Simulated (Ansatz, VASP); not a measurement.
Pb in VASP and in Ansatz

Contents of INCAR:

```
SYSTEM = Pb
PREC     = Accurate       ! precision mode
ENCUT    = 500            ! plane-wave cutoff, eV
EDIFF    = 1E-7           ! SCF threshold, eV
ISMEAR   = 0              ! smearing method
SIGMA    = 0.1            ! smearing width, eV
LREAL    = .FALSE.        ! projectors in reciprocal space
LASPH    = .TRUE.         ! aspherical terms in the spheres
NELM     = 120            ! most SCF steps
ALGO     = Normal         ! electronic algorithm
ISIF     = 3              ! what is computed and relaxed
LWAVE    = .FALSE.        ! write WAVECAR
LCHARG   = .FALSE.        ! write CHGCAR
GGA      = PS             ! functional
IBRION   = 2              ! ionic algorithm
NSW      = 80             ! ionic steps
EDIFFG   = -0.05          ! ionic threshold
GGA_COMPAT= .FALSE.      
NELMIN   = 4
```

KPOINTS

```
regular mesh
0
G
  10 10 10
  0 0 0
```

File POSCAR:

```
Pb
1.0
   -1.4914141638      1.4914141638      1.4914141638
    1.4914141638     -1.4914141638      1.4914141638
    1.4914141638      1.4914141638     -1.4914141638
Pb
1
Direct
    0.0000000000      0.0000000000      0.0000000000
```

Input for Ansatz:

```yaml
crystal:
  lattice:
    - [-1.4914141638, 1.4914141638, 1.4914141638]
    - [1.4914141638, -1.4914141638, 1.4914141638]
    - [1.4914141638, 1.4914141638, -1.4914141638]
  atoms:
    - { symbol: Pb, position: [0.0, 0.0, 0.0] }
basis:
  ecutwfc: 420
kpoints:
  mp_grid: { grid: [10, 10, 10] }
hamiltonian:
  xc: pbesol
scf:
  occupations: { method: gaussian, width: 0.1 }
output:
  forces: true
  stress: true
  eigenvalues: true
relax:
  adjacent_minimum: "off"
  f_tol: 0.05
  max_steps: 60
  cell: { stress_tol: 0.5 }
```

Alike in both runs: task relaxation of cell and atoms; functional PBEsol; k mesh 10 × 10 × 10; occupations gaussian, width 0.1 eV; no spin polarisation.

|  | VASP | Ansatz |
| --- | --- | --- |
| version | VASP 6.6.1 | Ansatz 0.2.0 |
| potentials or method | VASP PAW PBE potentials, release 64 (Pb_d), cutoff 500 eV | scalar-relativistic, plane waves, PAW |
| valence electrons in the cell | 14 | 14 |

|  | VASP | Ansatz | Ansatz less VASP |
| --- | --- | --- | --- |
| gap on the k mesh at the Fermi level, each at its own relaxed structure (eV) | none | none | - |
| relaxed volume (Å³/atom) | 29.56 | 29.78 | +0.222 |
| relaxed cell length with the largest relative difference (Å) | 3.374 | 3.382 | +0.0084 |

VASP's potentials were made for PBE, not for PBEsol. A gap of «none» marks a metal or a gap that the smearing closes.

Neither program's run includes spin-orbit coupling. Noted on VASP's run: the volume moved by over 15 % at a fixed basis, so the end points are rough.
